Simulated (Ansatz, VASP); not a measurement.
## SnO in VASP and in Ansatz

The input INCAR:

```
PREC = Accurate
ENCUT = 520
EDIFF = 1E-6
ISMEAR = 0
SIGMA = 0.15
LREAL = False
LASPH = True
NELM = 100
ALGO = Normal
ISIF = 2
LWAVE = False
LCHARG = False
NBANDS = 28
```

The input KPOINTS:

```
Automatic mesh
0
Gamma
  10 10 8
```

File POSCAR:

```
SnO
1.0
    3.6528000000      0.0000000000      0.0000000000
    0.0000000000      3.6528000000      0.0000000000
    0.0000000000      0.0000000000      4.7726000000
Sn O
2 2
Direct
    0.0000000000      0.5000000000      0.2455950842
    0.5000000000      0.0000000000      0.7544049158
    0.0000000000      0.0000000000      0.0000000000
    0.5000000000      0.5000000000      0.0000000000
```

Input for Ansatz:

```yaml
crystal:
  lattice:
    - [3.6528, 0.0, 0.0]
    - [0.0, 3.6528, 0.0]
    - [0.0, 0.0, 4.7726]
  atoms:
    - { symbol: Sn, position: [0.0, 0.5, 0.2455950842] }
    - { symbol: Sn, position: [0.5, 0.0, 0.7544049158] }
    - { symbol: O, position: [0.0, 0.0, 0.0] }
    - { symbol: O, position: [0.5, 0.5, 0.0] }
basis:
  ecutwfc: 520.0
kpoints:
  mp_grid: { grid: [10, 10, 8] }
hamiltonian:
  xc: lda
  pseudopotentials: { kind: paw, azcp: { folder: soft_1 } }
scf:
  occupations: { method: gaussian, width: 0.15 }
output:
  forces: true
  stress: true
  eigenvalues: true
  write_density: true
  write_potential: true
  elf: true
  volumetric_format: npy
```

Alike in both runs: task single point; functional LDA; k mesh 10 × 10 × 8; occupations gaussian, width 0.15 eV; no spin polarisation.

|  | VASP | Ansatz |
| --- | --- | --- |
| version | VASP 6.6.1 | Ansatz 0.2.0 |
| potentials or method | VASP PAW LDA potentials, release 64 (Sn_d, O), cutoff 520 eV | scalar-relativistic, plane waves, PAW |
| valence electrons in the cell | 40 | 40 |

|  | VASP | Ansatz | Ansatz less VASP |
| --- | --- | --- | --- |
| gap on the k mesh at the Fermi level (eV) | none | none | - |
| pressure (GPa) | 5.7 | 5.0 | -0.62 |
| traceless stress, the component that is largest in VASP (GPa) | -3.89 | -3.91 | -0.018 |
| rms of the force components (eV/Å) | 0.186 | 0.120 | -0.0667 |

Ansatz warns that its potentials were made for another functional, while VASP's fit it. LDA's correlation is that of Perdew and Zunger in VASP and of Perdew and Wang (1992) in Ansatz. Atom by atom the forces differ by 0.067 eV/Å (rms over components). A gap of «none» marks a metal or a gap that the smearing closes.
